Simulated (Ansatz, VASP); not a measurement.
# Two plane-wave programs on C

```
CELL_PARAMETERS angstrom
0.00000 -1.78340 -1.78340
-1.78340 0.00000 -1.78340
1.78340 1.78340 -3.56680
ATOMIC_POSITIONS crystal
C 0.77428 0.77428 0.74191
C 0.27428 0.27428 0.24191
C 0.35072 0.35072 0.88309
C 0.85072 0.85072 0.38309
```

Change from the starting cell: mode 10 (1294.7 1/cm) frozen in, largest displacement +0.100 Å.

Alike in both runs: task single point; functional PBE; k mesh 12 × 12 × 10; occupations gaussian, width 0.05 eV; no spin polarisation.

|  | VASP | Ansatz |
| --- | --- | --- |
| version | VASP 6.6.1 | Ansatz 0.2.0 |
| potentials or method | VASP PAW PBE potentials, release 64 (C), cutoff 520 eV | scalar-relativistic, plane waves, PAW |
| valence electrons in the cell | 16 | 16 |

|  | VASP | Ansatz | Ansatz less VASP |
| --- | --- | --- | --- |
| gap on the k mesh at the Fermi level (eV) | 0.56 | 0.56 | +0.001 |
| least direct gap on the mesh (eV) | 0.70 | 0.70 | +0.002 |
| pressure (GPa) | 12.2 | 11.5 | -0.68 |
| traceless stress, the component that is largest in VASP (GPa) | 5.34 | 5.64 | +0.300 |
| rms of the force components (eV/Å) | 2.579 | 2.571 | -0.0079 |

Atom by atom the forces differ by 0.008 eV/Å (rms over components).
